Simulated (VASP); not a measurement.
## MgCd3Te4: single point with PBE

The system is MgCd3Te4.

```
Mg Te Cd
1.0
     6.72042    0.00000    0.00000
     0.00000    6.72042    0.00000
     0.00000    0.00000    6.72042
Mg Te Cd
1 4 3
Direct
  0.00000 0.00000 0.00000
  0.24720 0.24720 0.24720
  0.75280 0.75280 0.24720
  0.75280 0.24720 0.75280
  0.24720 0.75280 0.75280
  0.50000 0.50000 0.00000
  0.50000 0.00000 0.50000
  0.00000 0.50000 0.50000
```

| Property | Result |
| --- | --- |
| Program | VASP 6.6.1 |
| Task | single point |
| Functional | PBE |
| Potentials or basis | VASP PAW PBE potentials, release 64 (Mg, Te, Cd) |
| Cutoff | 520 eV |
| k mesh | 4 × 4 × 4 |
| Occupations | gaussian, width 0.01 eV |
| Spin | no spin polarisation |

The pressure is -1.7 GPa. The largest force is 0.010 eV/Å and the band gap on the k mesh is 0.81 eV.

Forces on the atoms (eV/Å):
```
Mg   0.000  0.000  0.000
Te   0.006  0.006  0.006
Te  -0.006 -0.006  0.006
Te  -0.006  0.006 -0.006
Te   0.006 -0.006 -0.006
Cd   0.000  0.000  0.000
Cd   0.000  0.000  0.000
Cd   0.000  0.000  0.000
```

Levels at points of the mesh, in eV from the valence-band top:
```
           k point  band 27  band 28  band 29  band 30  band 31  band 32  band 33  band 34  band 35  band 36
(0.00, 0.00, 0.00)    -1.36    -1.36     0.00     0.00     0.00     0.81     2.56     2.56     2.89     2.89
(0.50, 0.00, 0.00)    -1.62    -0.86    -0.86    -0.71    -0.71     2.81     2.93     3.56     3.58     3.95
(0.50, 0.50, 0.00)    -1.62    -0.63    -0.63    -0.60    -0.45     2.94     3.02     3.02     3.73     5.21
(0.50, 0.50, 0.50)    -0.50    -0.50    -0.48    -0.48    -0.48     1.80     1.80     1.80     2.70     5.04
```

Run time: 79 s on 1 thread of AMD EPYC 9R45 96-Core Processor (Zen 5), on a shared host, peak memory 0.38 GiB.

Caveat: spin-orbit coupling is left out, which moves the levels of the heavy elements.
